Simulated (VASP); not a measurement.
Here is a VASP 6.6.1 calculation.

The input INCAR:

```
PREC = Accurate ; ENCUT = 520
EDIFF = 1E-6 ; ISMEAR = 0
SIGMA = 0.1 ; LREAL = F
LASPH = T ; NELM = 150
ALGO = Normal ; ISIF = 2
LWAVE = F ; LCHARG = F
ISPIN = 2 ; MAGMOM = 2 0
LORBIT = 11 ; LMAXMIX = 4
LDAU = T ; LDAUTYPE = 2
LDAUL = 2 -1 ; LDAUU = 4.38 0
LDAUJ = 0 0 ; LDAUPRINT = 1
GGA = PE ; NBANDS = 21
```

KPOINTS

```
Automatic mesh
0
Gamma
  12 12 12
```

Contents of POSCAR:

```
MoSe
1.0
    0.0000000000      3.0812375160      3.0812375160
    3.0812375160      0.0000000000      3.0812375160
    3.0812375160      3.0812375160      0.0000000000
Mo Se
1 1
Direct
    0.0000000000      0.0000000000      0.0000000000
    0.2500000000      0.2500000000      0.2500000000
```

Potentials or basis: VASP PAW PBE potentials, release 64 (Mo_sv, Se).

The run is started by

```sh
$ cat potpaw_PBE.64/Mo_sv/POTCAR potpaw_PBE.64/Se/POTCAR > POTCAR
$ mpirun -np 1 vasp_std > vasp.out
```

Q: Estimate the band gap on the k mesh.

A: Zero (filled and empty bands overlap).

Q: Estimate the site moments.

A: Mo +3.60; Se -0.19 μB.

Eigenvalues of the final occupation matrices:
```
    site  spin  trace               eigenvalues
site 1 d     1   3.74  0.70 0.70 0.70 0.82 0.82
site 1 d     2   0.22  0.02 0.02 0.06 0.06 0.06
```
